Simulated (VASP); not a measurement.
# Ga (Im-3m) in VASP: a series of runs

Runs on Ga. Level: RPBE. Tasks: relaxation of cell and atoms, single point.

Everything below comes from runs of VASP 6.6.1. Logs are shortened: lines on timing, memory, paths and dates and some standing lists are left out, and cuts for length are marked.

## 1. The cell of the first run

Symmetry: Im-3m, No. 229, cubic system. Conventional cell: a = 3.397 Å, b = 3.397 Å, c = 3.397 Å, α = 90.00°, β = 90.00°, γ = 90.00°. Ga (site symmetry m-3m) has 14 Ga at 2.94 to 3.40 Å within 3.9 Å.

## 2. Relaxation of cell and atoms, RPBE

Input file INCAR:

```
SYSTEM = Ga
PREC = Accurate ; ENCUT = 600
EDIFF = 1E-6 ; ISMEAR = -1
SIGMA = 0.1 ; LREAL = .FALSE.
LASPH = .TRUE. ; NELM = 100
ALGO = Normal ; ISIF = 3
LWAVE = .FALSE. ; LCHARG = .FALSE.
GGA = RP ; IBRION = 2
NSW = 80 ; EDIFFG = -0.01
```

Input file KPOINTS:

```
regular mesh
0
G
  13 13 13
  0 0 0
```

Input file POSCAR:

```
Ga
1.0
   -1.6983540166      1.6983540166      1.6983540166
    1.6983540166     -1.6983540166      1.6983540166
    1.6983540166      1.6983540166     -1.6983540166
Ga
1
Direct
    0.0000000000      0.0000000000      0.0000000000
```

Potentials or basis: VASP PAW PBE potentials, release 64 (Ga_d).

Started as:

```console
$ cat potpaw_PBE.64/Ga_d/POTCAR > POTCAR
$ mpirun -np 1 vasp_std > vasp.out
```

OUTCAR:

```text
SYSTEM = Ga
   PREC = Accurate
   ENCUT = 600
   EDIFF = 1E-6
   ISMEAR = -1
   LREAL = .FALSE.
   LASPH = .TRUE.
   NELM = 100
   ISIF = 3
   GGA = RP
   IBRION = 2
   NSW = 80
   EDIFFG = -0.01

 ion  position               nearest neighbor table
   1  0.000  0.000  0.000-

  LATTYP: Found a body centered cubic cell.
 ALAT       =     3.3967080332

  Lattice vectors:

 A1 = (  -1.6983540166,   1.6983540166,   1.6983540166)
 A2 = (   1.6983540166,  -1.6983540166,   1.6983540166)
 A3 = (   1.6983540166,   1.6983540166,  -1.6983540166)

Analysis of symmetry for initial positions (statically):
=====================================================================
 Subroutine PRICEL returns:
 Original cell was already a primitive cell.

 Routine SETGRP: Setting up the symmetry group for a
 body centered cubic supercell.

 Subroutine GETGRP returns: Found 48 space group operations
 (whereof 48 operations were pure point group operations)
 out of a pool of 48 trial point group operations.

The static configuration has the point symmetry O_h .

Analysis of symmetry for dynamics (positions and initial velocities):
=====================================================================
 Subroutine PRICEL returns:
 Original cell was already a primitive cell.

 Routine SETGRP: Setting up the symmetry group for a
 body centered cubic supercell.

 Subroutine GETGRP returns: Found 48 space group operations
 (whereof 48 operations were pure point group operations)
 out of a pool of 48 trial point group operations.

The dynamic configuration has the point symmetry O_h .

 Subroutine INISYM returns: Found 48 space group operations
 (whereof 48 operations are pure point group operations),
 and found     1 'primitive' translations

----------------------------------------------------------------------------------------

                                     Primitive cell

  volume of cell :      19.5950

  direct lattice vectors                    reciprocal lattice vectors
    -1.698354017  1.698354017  1.698354017     0.000000000  0.294402695  0.294402695
     1.698354017 -1.698354017  1.698354017     0.294402695  0.000000000  0.294402695
     1.698354017  1.698354017 -1.698354017     0.294402695  0.294402695  0.000000000

  length of vectors
     2.941635446  2.941635446  2.941635446     0.416348284  0.416348284  0.416348284

  position of ions in fractional coordinates (direct lattice)
     0.000000000  0.000000000  0.000000000

  ion indices of the primitive-cell ions
   primitive index   ion index
                 1           1

----------------------------------------------------------------------------------------

 KPOINTS: regular mesh

Automatic generation of k-mesh.
 Grid dimensions read from file:
 generate k-points for:   13   13   13

 Generating k-lattice:

  Cartesian coordinates                     Fractional coordinates (reciprocal lattice)
     0.000000000  0.022646361  0.022646361     0.076923077  0.000000000  0.000000000
     0.022646361  0.000000000  0.022646361     0.000000000  0.076923077  0.000000000
     0.022646361  0.022646361  0.000000000     0.000000000  0.000000000  0.076923077

  Length of vectors
     0.032026791  0.032026791  0.032026791

  Shift w.r.t. Gamma in fractional coordinates (k-lattice)
     0.000000000  0.000000000  0.000000000

 Subroutine IBZKPT returns following result:
 ===========================================

 Found     84 irreducible k-points:

 Following reciprocal coordinates:
            Coordinates               Weight
  0.000000  0.000000  0.000000      1.000000
  0.076923  0.000000  0.000000     12.000000
  0.153846  0.000000  0.000000     12.000000
  0.230769  0.000000  0.000000     12.000000
  0.307692  0.000000  0.000000     12.000000
  0.384615  0.000000  0.000000     12.000000
[... 16 lines left out ...]
  0.153846  0.076923  0.076923     24.000000
  0.230769  0.076923  0.076923     24.000000
 [... further k-points ...]
   k-points           NKPTS =     84   k-points in BZ     NKDIM =     84   number of bands    NBANDS=     10
   number of dos      NEDOS =    301   number of ions     NIONS =      1
   total plane-waves  NPLWV =  13824
   dimension x,y,z NGX =    24 NGY =   24 NGZ =   24
   dimension x,y,z NGXF=    48 NGYF=   48 NGZF=   48
   ions per type =               1
   NGX,Y,Z   is equivalent  to a cutoff of  13.56, 13.56, 13.56 a.u.
   NGXF,Y,Z  is equivalent  to a cutoff of  27.13, 27.13, 27.13 a.u.
 SYSTEM =  Ga
   PREC   = accura    normal or accurate (medium, high low for compatibility)
   ISTART =      0    job   : 0-new  1-cont  2-samecut
   ICHARG =      2    charge: 1-file 2-atom 10-const
   ISPIN  =      1    spin polarized calculation?
   LNONCOLLINEAR =      F non collinear calculations
   LSORBIT =      F    spin-orbit coupling
   LASPH  =      T    aspherical Exc in radial PAW
   ENCUT  =  600.0 eV  44.10 Ry    6.64 a.u.   5.88  5.88  5.88*2*pi/ulx,y,z
   NELM   =    100;   NELMIN=  2; NELMDL= -5     # of ELM steps
   EDIFF  = 0.1E-05   stopping-criterion for ELM
   LREAL  =      F    real-space projection
   EDIFFG = -.1E-01   stopping-criterion for IOM
   NSW    =     80    number of steps for IOM
   IBRION =      2    ionic relax: 0-MD 1-quasi-New 2-CG
   NFREE  =      1    steps in history (QN), initial steepest desc. (CG)
   ISIF   =      3    stress and relaxation
   ISYM   =      2    0-nonsym 1-usesym 2-fastsym
   POTIM  = 0.5000    time-step for ionic-motion
   TEBEG  =    0.0;   TEEND  =   0.0 temperature during run
   PSTRESS=    0.0 pullay stress
   NELECT =      13.0000    total number of electrons
   NUPDOWN=      -1.0000    fix difference up-down
   EMIN   =  10.00;   EMAX   =-10.00  energy-range for DOS
   EFERMI =   0.00;   METHOD = LEGACY
   ISMEAR =    -1;   SIGMA  =   0.10  broadening in eV -4-tet -1-fermi 0-gaus
   EFERMI_NEDOS =   21; number of points for ismear=-14 and -15
   IALGO  =     38    algorithm
   IMIX   =      4    mixing-type and parameters
     AMIX     =   0.40;   BMIX     =  1.00
     AMIX_MAG =   1.60;   BMIX_MAG =  1.00
  volume/ion in A,a.u.               =      19.59       132.23
  Fermi-wavevector in a.u.,A,eV,Ry     =   1.427823  2.698194 27.737908  2.038679
  Thomas-Fermi vector in A             =   2.547951
   LORBIT       =      0    0 simple, 1 ext, 2 COOP (PROOUT), +10 PAW based schemes
   GGA     = RP    functional components
   LHFCALC =     F    Hartree Fock is set to
   AEXX    =    0.0000 exact exchange contribution
   IVDW    =     0    specifies the selected vdW correction
   LEPSILON=     F    determine dielectric tensor
   LRPA    =     F    only Hartree local field effects (RPA)
 conjugate gradient relaxation of ions
 non-spin polarized calculation
  energy-cutoff  :      600.00
  volume of cell :       19.59
 maximum number of plane-waves:       682
   NGX = 11   NGY = 11   NGZ = 11

--------------------------------------- Ionic step        1  -------------------------------------------

 number of electron      12.9999993 magnetization

 Free energy of the ion-electron system (eV)
  ---------------------------------------------------
  ext. energy  EPLUGINS =         0.00000000
  ---------------------------------------------------
  free energy    TOTEN  =        -2.52969520 eV

  energy without entropy =       -2.51688600  energy(sigma->0) =       -2.52329060

------------------------ aborting loop because EDIFF is reached ----------------------------------------

  FORCE on cell =-STRESS in cart. coord.  units (eV):
  Direction    XX          YY          ZZ          XY          YZ          ZX
  --------------------------------------------------------------------------------------
  -------------------------------------------------------------------------------------
  Total        0.0955475      0.0955475      0.0955475      0.0000000      0.0000000     -0.0000000
  in kB        7.8124172      7.8124172      7.8124172      0.0000000      0.0000000     -0.0000000
  external PRESSURE =       7.8124172 kB  Pullay stress =       0.0000000 kB
[... 125 lines left out ...]
  energy  without entropy=       -2.5174465193  energy(sigma->0) =       -2.52400703

--------------------------------------- Ionic step        5  -------------------------------------------

 number of electron      13.0000002 magnetization

 Free energy of the ion-electron system (eV)
  ---------------------------------------------------
  ext. energy  EPLUGINS =         0.00000000
  ---------------------------------------------------
  free energy    TOTEN  =        -2.53056815 eV

  energy without entropy =       -2.51741298  energy(sigma->0) =       -2.52399057

 E-fermi :   5.1879     XC(G=0): -10.6133

 val. band max:        5.1768650475   @ k =  -0.3846  -0.3846   0.0769
 cond. band min:       5.2129710867   @ k =  -0.3846   0.3846   0.1538
 fundamental gap:      0.0361060392
 Fermi energy:         5.1878852948

 k-point     1 :       0.0000    0.0000    0.0000
  band No.  band energies     occupation
      1      -9.7381      2.00000
      2      -9.7381      2.00000
      3      -9.7381      2.00000
      4      -9.5761      2.00000
      5      -9.5761      2.00000
      6      -5.4313      2.00000
      7      17.1483      0.00000
      8      17.1483      0.00000
      9      17.1483      0.00000
     10      21.7592      0.00000
[... 287 lines left out ...]
 k-point    24 :       0.2308    0.0769    0.0769
  band No.  band energies     occupation
      1      -9.7799      2.00000
      2      -9.7446      2.00000
      3      -9.5947      2.00000
      4      -9.5776      2.00000
      5      -9.5650      2.00000
      6      -2.6203      2.00000
      7       7.4214      0.00000
      8      10.9946      0.00000
      9      12.1725      0.00000
     10      19.7467      0.00000

 [... further k-points ...]
[... 5 lines left out ...]
  --------------------------------------------------------------------------------------
  -------------------------------------------------------------------------------------
  Total       -0.0090477     -0.0090477     -0.0090477      0.0000000      0.0000000      0.0000000
  in kB       -0.7260128     -0.7260128     -0.7260128      0.0000000      0.0000000      0.0000000
  external PRESSURE =      -0.7260128 kB  Pullay stress =       0.0000000 kB
[... 16 lines left out ...]
  FREE ENERGIE OF THE ION-ELECTRON SYSTEM (eV)
  ---------------------------------------------------
  free  energy   TOTEN  =        -2.5305681510 eV

  energy  without entropy=       -2.5174129807  energy(sigma->0) =       -2.52399057

 reached required accuracy - stopping structural energy minimisation
```

Run time: 66 s. Hardware: 1 thread of Intel Xeon Platinum 8259CL at 2.50GHz (Skylake/Cascade Lake), shared host; peak memory 0.16 GiB.

What came out:

* Free energy: -2.5306 eV
* Relaxed volume: 19.97 Å³/atom
* Relaxed cell: a = 2.960 Å, b = 2.960 Å, c = 2.960 Å, α = 109.47°, β = 109.47°, γ = 109.47°
* Space group after relaxing (to 0.05 Å): Im-3m (No. 229)
* Energy gained by relaxing: 0.9 meV/atom
* Ionic steps: 5
* Pressure after relaxing: -0.1 GPa

The path:
```
step  energy change (eV)  largest force (eV/Å)  pressure (GPa)  volume (Å³)
   1              0.0000                0.0000            0.78        19.59
   2             -0.0008                0.0000            0.25        19.87
   3             -0.0009                0.0000           -0.24        20.00
   4             -0.0009                0.0000            0.11        19.93
   5             -0.0009                0.0000           -0.07        19.97
```

Final structure:
```
CELL_PARAMETERS angstrom
-1.70902 1.70902 1.70902
1.70902 -1.70902 1.70902
1.70902 1.70902 -1.70902
ATOMIC_POSITIONS crystal
Ga 0.00000 0.00000 0.00000
```

Caveat: the PAW data sets were made with another functional, which shifts forces and pressure a little.

## 3. Single point, RPBE

This run uses another cell than the first one, of 19.92 Å³/atom, 1.016 times its volume.

Input file INCAR:

```
PREC = Accurate
ENCUT = 520
EDIFF = 1E-7
ISMEAR = -1
SIGMA = 0.1
LREAL = F
LASPH = T
NELM = 100
ALGO = Normal
ISIF = 2
LWAVE = F
LCHARG = T
GGA = RP
LELF = T
LVHAR = T
NBANDS = 12
```

Input file KPOINTS:

```
regular mesh
0
Gamma
  21 21 21
```

Input file POSCAR:

```
Ga
1.0
   -1.7075845618      1.7075845618      1.7075845618
    1.7075845618     -1.7075845618      1.7075845618
    1.7075845618      1.7075845618     -1.7075845618
Ga
1
Direct
    0.0000000000      0.0000000000      0.0000000000
```

Potentials or basis: VASP PAW PBE potentials, release 64 (Ga_d).

Started as:

```console
$ cat potpaw_PBE.64/Ga_d/POTCAR > POTCAR
$ mpirun -np 1 vasp_std > vasp.out
```

Run time: 76 s. Hardware: 1 thread of Intel Xeon Platinum 8259CL at 2.50GHz (Skylake/Cascade Lake), shared host; peak memory 0.19 GiB.

It converged, with:

- Free energy: -2.5299 eV
- Pressure: 0.1 GPa

Levels at points of the mesh, in eV from the Fermi level:
| k point | band 2 | band 3 | band 4 | band 5 | band 6 | band 7 | band 8 | band 9 | band 10 | band 11 |
| --- | --- | --- | --- | --- | --- | --- | --- | --- | --- | --- |
| (0.00, 0.00, 0.00) | -14.92 | -14.92 | -14.76 | -14.76 | -10.63 | 12.00 | 12.00 | 12.00 | 16.60 | 16.60 |

Caveat: the PAW data sets were made with another functional, which shifts forces and pressure a little.
